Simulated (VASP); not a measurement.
# Mg (P6_3/mmc) in VASP: single point with PBE

Aim: the single point of Mg with PBE.

Everything below comes from runs of VASP 6.6.1. Logs are shortened: lines on timing, memory, paths and dates and some standing lists are left out, and cuts for length are marked.

**1. The cell of the first run**

It takes space group P6_3/mmc (No. 194, hexagonal). The conventional cell has a = 3.252 Å, b = 3.252 Å, c = 5.279 Å, α = 90.00°, β = 90.00°, γ = 120.00°. Mg (site symmetry -6m2) has 12 Mg at 3.24 to 3.25 Å within 4.3 Å.

**2. Single point, PBE (volume scaled by 1.04)**

Contents of INCAR:

```
ALGO = Normal
EDIFF = 1E-6
ENCUT = 520
GGA = PE
ISIF = 2
ISMEAR = -1
LASPH = True
LCHARG = False
LREAL = False
LWAVE = False
NBANDS = 9
NELM = 80
PREC = Accurate
SIGMA = 0.08
```

Contents of KPOINTS:

```
k-points
0
Gamma
  12 12 7
```

Contents of POSCAR:

```
Mg
1.0
    3.2515036326      0.0000000000      0.0000000000
   -1.6257518162      2.8158847463      0.0000000000
    0.0000000000      0.0000000000      5.2788948365
Mg
2
Direct
    0.3333333333      0.6666666667      0.2500000000
    0.6666666667      0.3333333333      0.7500000000
```

Potentials or basis: VASP PAW PBE potentials, release 64 (Mg).

Run with:

```bash
> cat potpaw_PBE.64/Mg/POTCAR > POTCAR
> mpirun -np 1 vasp_std > vasp.out
```

OUTCAR:

```text
EDIFF = 1E-6
   ENCUT = 520
   GGA = PE
   ISIF = 2
   ISMEAR = -1
   LASPH = True
   LREAL = False
   NELM = 80
   PREC = Accurate

 ion  position               nearest neighbor table
   1  0.333  0.667  0.250-   2 3.24   2 3.24   2 3.24   2 3.24   2 3.24   2 3.24
   2  0.667  0.333  0.750-   1 3.24   1 3.24   1 3.24   1 3.24   1 3.24   1 3.24

  LATTYP: Found a hexagonal cell.
 ALAT       =     3.2515036326
 C/A-ratio  =     1.6235242008

  Lattice vectors:

 A1 = (   3.2515036326,   0.0000000000,   0.0000000000)
 A2 = (  -1.6257518162,   2.8158847463,   0.0000000000)
 A3 = (   0.0000000000,   0.0000000000,   5.2788948365)

Analysis of symmetry for initial positions (statically):
=====================================================================
 Subroutine PRICEL returns:
 Original cell was already a primitive cell.

 Routine SETGRP: Setting up the symmetry group for a
 hexagonal supercell.

 Subroutine GETGRP returns: Found 24 space group operations
 (whereof 12 operations were pure point group operations)
 out of a pool of 24 trial point group operations.

The static configuration has the point symmetry D_3d.
 The point group associated with its full space group is D_6h.

Analysis of symmetry for dynamics (positions and initial velocities):
=====================================================================
 Subroutine PRICEL returns:
 Original cell was already a primitive cell.

 Routine SETGRP: Setting up the symmetry group for a
 hexagonal supercell.

 Subroutine GETGRP returns: Found 24 space group operations
 (whereof 12 operations were pure point group operations)
 out of a pool of 24 trial point group operations.

The dynamic configuration has the point symmetry D_3d.
 The point group associated with its full space group is D_6h.

 Subroutine INISYM returns: Found 24 space group operations
 (whereof 12 operations are pure point group operations),
 and found     1 'primitive' translations

----------------------------------------------------------------------------------------

                                     Primitive cell

  volume of cell :      48.3328

  direct lattice vectors                    reciprocal lattice vectors
     3.251503633  0.000000000  0.000000000     0.307550018  0.177564086  0.000000000
    -1.625751816  2.815884746  0.000000000     0.000000000  0.355128171  0.000000000
     0.000000000  0.000000000  5.278894837     0.000000000  0.000000000  0.189433590

  length of vectors
     3.251503633  3.251503633  5.278894837     0.355128171  0.355128171  0.189433590

  position of ions in fractional coordinates (direct lattice)
     0.333333333  0.666666667  0.250000000
     0.666666667  0.333333333  0.750000000

  ion indices of the primitive-cell ions
   primitive index   ion index
                 1           1
                 2           2

----------------------------------------------------------------------------------------

 KPOINTS: k-points

Automatic generation of k-mesh.
 Grid dimensions read from file:
 generate k-points for:   12   12    7

 Generating k-lattice:

  Cartesian coordinates                     Fractional coordinates (reciprocal lattice)
     0.025629168  0.014797007  0.000000000     0.083333333  0.000000000  0.000000000
     0.000000000  0.029594014  0.000000000     0.000000000  0.083333333  0.000000000
     0.000000000  0.000000000  0.027061941     0.000000000  0.000000000  0.142857143

  Length of vectors
     0.029594014  0.029594014  0.027061941

  Shift w.r.t. Gamma in fractional coordinates (k-lattice)
     0.000000000  0.000000000  0.000000000

 Subroutine IBZKPT returns following result:
 ===========================================

 Found     76 irreducible k-points:

 Following reciprocal coordinates:
            Coordinates               Weight
  0.000000  0.000000  0.000000      1.000000
  0.083333 -0.000000  0.000000      6.000000
  0.166667 -0.000000  0.000000      6.000000
  0.250000  0.000000  0.000000      6.000000
  0.333333  0.000000  0.000000      6.000000
  0.416667  0.000000  0.000000      6.000000
[... 16 lines left out ...]
  0.250000  0.000000  0.142857     12.000000
  0.333333  0.000000  0.142857     12.000000
 [... further k-points ...]
   k-points           NKPTS =     76   k-points in BZ     NKDIM =     76   number of bands    NBANDS=      9
   number of dos      NEDOS =    301   number of ions     NIONS =      2
   total plane-waves  NPLWV =  23040
   dimension x,y,z NGX =    24 NGY =   24 NGZ =   40
   dimension x,y,z NGXF=    48 NGYF=   48 NGZF=   80
   ions per type =               2
   NGX,Y,Z   is equivalent  to a cutoff of  12.27, 12.27, 12.60 a.u.
   NGXF,Y,Z  is equivalent  to a cutoff of  24.54, 24.54, 25.19 a.u.
 SYSTEM =  unknown system
   PREC   = accura    normal or accurate (medium, high low for compatibility)
   ISTART =      0    job   : 0-new  1-cont  2-samecut
   ICHARG =      2    charge: 1-file 2-atom 10-const
   ISPIN  =      1    spin polarized calculation?
   LNONCOLLINEAR =      F non collinear calculations
   LSORBIT =      F    spin-orbit coupling
   LASPH  =      T    aspherical Exc in radial PAW
   ENCUT  =  520.0 eV  38.22 Ry    6.18 a.u.   6.05  6.05  9.82*2*pi/ulx,y,z
   NELM   =     80;   NELMIN=  2; NELMDL= -5     # of ELM steps
   EDIFF  = 0.1E-05   stopping-criterion for ELM
   LREAL  =      F    real-space projection
   EDIFFG = 0.1E-04   stopping-criterion for IOM
   NSW    =      0    number of steps for IOM
   IBRION =     -1    ionic relax: 0-MD 1-quasi-New 2-CG
   NFREE  =      0    steps in history (QN), initial steepest desc. (CG)
   ISIF   =      2    stress and relaxation
   ISYM   =      2    0-nonsym 1-usesym 2-fastsym
   POTIM  = 0.5000    time-step for ionic-motion
   TEBEG  =    0.0;   TEEND  =   0.0 temperature during run
   PSTRESS=    0.0 pullay stress
   NELECT =       4.0000    total number of electrons
   NUPDOWN=      -1.0000    fix difference up-down
   EMIN   =  10.00;   EMAX   =-10.00  energy-range for DOS
   EFERMI =   0.00;   METHOD = LEGACY
   ISMEAR =    -1;   SIGMA  =   0.08  broadening in eV -4-tet -1-fermi 0-gaus
   EFERMI_NEDOS =   21; number of points for ismear=-14 and -15
   IALGO  =     38    algorithm
   IMIX   =      4    mixing-type and parameters
     AMIX     =   0.40;   BMIX     =  1.00
     AMIX_MAG =   1.60;   BMIX_MAG =  1.00
  volume/ion in A,a.u.               =      24.17       163.08
  Fermi-wavevector in a.u.,A,eV,Ry     =   0.713424  1.348175  6.925001  0.508973
  Thomas-Fermi vector in A             =   1.801058
   LORBIT       =      0    0 simple, 1 ext, 2 COOP (PROOUT), +10 PAW based schemes
   GGA     = PE    functional components
   LHFCALC =     F    Hartree Fock is set to
   AEXX    =    0.0000 exact exchange contribution
   IVDW    =     0    specifies the selected vdW correction
   LEPSILON=     F    determine dielectric tensor
   LRPA    =     F    only Hartree local field effects (RPA)
 non-spin polarized calculation
  energy-cutoff  :      520.00
  volume of cell :       48.33
 maximum number of plane-waves:      1320
   NGX = 13   NGY = 13   NGZ = 19

 number of electron       4.0000000 magnetization

 Free energy of the ion-electron system (eV)
  ---------------------------------------------------
  ext. energy  EPLUGINS =         0.00000000
  ---------------------------------------------------
  free energy    TOTEN  =        -3.00631414 eV

  energy without entropy =       -2.98731446  energy(sigma->0) =       -2.99681430

 E-fermi :   2.3347     XC(G=0):  -8.3339

 val. band max:        2.2982260649   @ k =   0.3333   0.1667   0.1429
 cond. band min:       2.3511787744   @ k =   0.2500   0.0833   0.0000
 fundamental gap:      0.0529527095
 Fermi energy:         2.3347394963

 k-point     1 :       0.0000    0.0000    0.0000
  band No.  band energies     occupation
      1      -4.3422      2.00000
      2       0.7724      2.00000
      3       1.1260      2.00000
      4      13.0151      0.00000
      5      13.0151      0.00000
      6      13.0264      0.00000
      7      13.0264      0.00000
      8      13.9086      0.00000
      9      15.3265      0.00000

 k-point     2 :       0.0833   -0.0000    0.0000
  band No.  band energies     occupation
      1      -4.2101      2.00000
      2       0.8937      2.00000
      3       1.2550      2.00000
      4      10.7640      0.00000
      5      11.7877      0.00000
      6      12.6060      0.00000
      7      14.4483      0.00000
      8      14.7401      0.00000
      9      15.3366      0.00000

 k-point     3 :       0.1667   -0.0000    0.0000
  band No.  band energies     occupation
      1      -3.8150      2.00000
      2       1.2579      2.00000
      3       1.6379      1.99967
      4       8.3108      0.00000
      5      10.7778      0.00000
      6      11.4523      0.00000
      7      12.9404      0.00000
      8      13.6624      0.00000
      9      15.3150      0.00000

 k-point     4 :       0.2500    0.0000    0.0000
  band No.  band energies     occupation
      1      -3.1598      2.00000
      2       1.8651      1.99437
      3       2.2550      1.46078
      4       6.0396      0.00000
      5       9.9938      0.00000
      6      10.1991      0.00000
      7      10.6618      0.00000
      8      12.0825      0.00000
      9      14.4564      0.00000

 k-point     5 :       0.3333    0.0000    0.0000
  band No.  band energies     occupation
      1      -2.2498      2.00000
      2       2.7157      0.01696
      3       2.9360      0.00109
      4       4.1520      0.00000
      5       8.5960      0.00000
      6       8.7441      0.00000
      7       9.4351      0.00000
      8      11.0075      0.00000
      9      13.8308      0.00000

 k-point     6 :       0.4167    0.0000    0.0000
  band No.  band energies     occupation
      1      -1.0924      2.00000
      2       1.8891      1.99241
      3       3.8068      0.00000
      4       4.4347      0.00000
      5       6.7701      0.00000
      6       7.1977      0.00000
      7       9.1006      0.00000
      8      10.4446      0.00000
      9      13.4525      0.00000
[... 169 lines left out ...]
 k-point    21 :       0.0833   -0.0000    0.1429
  band No.  band energies     occupation
      1      -4.0998      2.00000
      2      -0.3142      2.00000
      3       2.6554      0.03568
      4      10.8429      0.00000
      5      11.8796      0.00000
      6      12.5021      0.00000
      7      13.2747      0.00000
      8      14.4357      0.00000
      9      14.6164      0.00000

 k-point    22 :       0.1667   -0.0000    0.1429
  band No.  band energies     occupation
      1      -3.7051      2.00000
      2       0.0647      2.00000
      3       3.0207      0.00038
      4       8.4071      0.00000
      5      10.8711      0.00000
      6      11.2943      0.00000
      7      12.2117      0.00000
      8      13.7687      0.00000
      9      14.1412      0.00000

 k-point    23 :       0.2500    0.0000    0.1429
  band No.  band energies     occupation
      1      -3.0506      2.00000
      2       0.6911      2.00000
      3       3.6048      0.00000
      4       6.1519      0.00000
      5       9.4263      0.00000
      6      10.0874      0.00000
      7      10.9687      0.00000
      8      12.7068      0.00000
      9      13.3818      0.00000

 k-point    24 :       0.3333    0.0000    0.1429
  band No.  band energies     occupation
      1      -2.1416      2.00000
      2       1.5490      1.99989
      3       3.7897      0.00000
      4       4.7480      0.00000
      5       7.4831      0.00000
      6       9.5287      0.00000
      7       9.7952      0.00000
      8      11.3218      0.00000
      9      12.8178      0.00000

 [... further k-points ...]
[... 5 lines left out ...]
  --------------------------------------------------------------------------------------
  -------------------------------------------------------------------------------------
  Total       -0.4713246     -0.4713246     -0.6935334     -0.0000000      0.0000000      0.0000000
  in kB      -15.6238667    -15.6238667    -22.9898342     -0.0000000      0.0000000      0.0000000
  external PRESSURE =     -18.0791892 kB  Pullay stress =       0.0000000 kB

 VOLUME and BASIS-vectors are now :
 -----------------------------------------------------------------------------
  energy-cutoff  :      520.00
  volume of cell :       48.33
      direct lattice vectors                 reciprocal lattice vectors
     3.251503633  0.000000000  0.000000000     0.307550018  0.177564086  0.000000000
    -1.625751816  2.815884746  0.000000000     0.000000000  0.355128171  0.000000000
     0.000000000  0.000000000  5.278894837     0.000000000  0.000000000  0.189433590

 POSITION                                       TOTAL-FORCE (eV/Angst)
 -----------------------------------------------------------------------------------
     -0.00000      1.87726      1.31972         0.000000      0.000000      0.000000
      1.62575      0.93863      3.95917        -0.000000     -0.000000      0.000000
 -----------------------------------------------------------------------------------
    total drift:                                0.000000     -0.000000      0.000000

  FREE ENERGIE OF THE ION-ELECTRON SYSTEM (eV)
  ---------------------------------------------------
  free  energy   TOTEN  =        -3.0063141397 eV

  energy  without entropy=       -2.9873144562  energy(sigma->0) =       -2.99681430
```

Run time: 20 s. Hardware: 1 thread of Intel Xeon Platinum 8488C (Sapphire Rapids), shared host; peak memory 0.17 GiB.

What came out:

```yaml
Free_energy: -3.0063 eV
Pressure: -1.8 GPa
Band_gap_on_the_k_mesh: zero (band 2 reaches 3.36 eV, above the bottom of band 3 at 1.13 eV)
```
